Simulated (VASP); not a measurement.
Set up this calculation in VASP 6.6.1, as the native input.

- Task: single point
- Functional: PBEsol
- Potentials or basis: VASP PAW PBE potentials, release 64 (B, P)
- Cutoff: 500 eV
- k mesh: 8 × 8 × 8
- Occupations: gaussian, width 0.01 eV
- Spin: no spin polarisation
- Dipole correction: no
- Further INCAR settings: ALGO = Normal; EDIFF = 1e-06; NBANDS = 11

The structure of BP lies in POSCAR:

```
BP
1.0
    0.0000000000      2.2487699386      2.2487699386
    2.2487699386      0.0000000000      2.2487699386
    2.2487699386      2.2487699386      0.0000000000
B P
1 1
Direct
    0.0000000000      0.0000000000      0.0000000000
    0.7500000000      0.7500000000      0.7500000000
```

These files were run (other wordings do the same):

INCAR

```
SYSTEM = BP
PREC = Accurate ; ENCUT = 500
EDIFF = 1E-6 ; ISMEAR = 0
SIGMA = 0.01 ; LREAL = .FALSE.
LASPH = .TRUE. ; NELM = 120
ALGO = Normal ; ISIF = 2
LWAVE = .FALSE. ; LCHARG = .TRUE.
GGA = PS ; LELF = .TRUE.
LVHAR = .TRUE. ; NBANDS = 11
GGA_COMPAT = .FALSE.
```

KPOINTS

```
regular mesh
0
G
  8 8 8
  0 0 0
```

Potentials or basis: VASP PAW PBE potentials, release 64 (B, P).

Command:

```bash
$ cat potpaw_PBE.64/B/POTCAR potpaw_PBE.64/P/POTCAR > POTCAR
$ mpirun -np 1 vasp_std > vasp.out
```

Results of the run:

```json
{
  "Pressure": "2.8 GPa",
  "Band gap on the k mesh": "1.13 eV, indirect (least direct gap 3.40 eV)"
}
```

Caveat: the PAW data sets were made with another functional, which shifts forces and pressure a little.

Wall time 6.8 s on 1 thread of Intel(R) Xeon(R) Platinum 8259CL CPU @ 2.50GHz (Skylake/Cascade Lake), with other jobs on the host, peak memory 0.13 GiB.
